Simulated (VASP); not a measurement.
Set up this calculation in VASP 6.6.1, as the native input.

```yaml
Task: single point
Functional: PBE
Potentials_or_basis: VASP PAW PBE potentials, release 64 (Mg, S)
Cutoff: 600 eV
k_mesh: 6 × 1 × 3
Occupations: gaussian, width 0.1 eV
Spin: collinear spin, zero start
Starting_moments: "[0.0, 0.0, 0.0, 0.0] μB"
Dipole_correction: no
Further_INCAR_settings: ALGO = Normal; EDIFF = 1e-06; NBANDS = 20; ISYM = 0
```

The structure of MgS lies in POSCAR:

```
MgS
1.0
    4.0346224068      0.0000000000      0.0000000000
   -2.0173112034      3.4940854990      0.0000000000
    0.0000000000      0.0000000000      6.4322941800
Mg S
2 2
Direct
    0.6666666667      0.3333333333      0.4957548500
    0.3333333333      0.6666666667      0.9957548500
    0.3333333333      0.6666666667      0.3792441500
    0.6666666667      0.3333333333      0.8792441500
```

These files were run (other wordings do the same):

INCAR

```
PREC = Accurate ; ENCUT = 600
EDIFF = 1E-6 ; ISMEAR = 0
SIGMA = 0.1 ; LREAL = False
LASPH = True ; NELM = 200
ALGO = Normal ; ISIF = 2
LWAVE = False ; LCHARG = True
ISPIN = 2 ; MAGMOM = 0 0 0 0
LORBIT = 11 ; GGA = PE
LELF = True ; LVHAR = True
ISYM = 0 ; NBANDS = 20
GGA_COMPAT = False
```

KPOINTS

```
Automatic mesh
0
Gamma
  6 1 3
```

Potentials or basis: VASP PAW PBE potentials, release 64 (Mg, S).

The run is started by

```bash
$ cat potpaw_PBE.64/Mg/POTCAR potpaw_PBE.64/S/POTCAR > POTCAR
$ mpirun -np 1 vasp_std > vasp.out
```

It gave:

```yaml
Pressure: 4.6 GPa
Largest_force: 0.236 eV/Å
Band_gap_on_the_k_mesh: 3.35 eV
Net_moment: 0.00 μB per cell
Valence_electrons_inside_the_program's_atomic_spheres: Mg 0.33; S 3.86
```

Caveat: the k points lie up to 1.56 Å⁻¹ apart.

Run time: 64 s on 1 thread of Intel(R) Xeon(R) Platinum 8175M CPU @ 2.50GHz (Skylake/Cascade Lake) (shared host), peak memory 0.27 GiB.
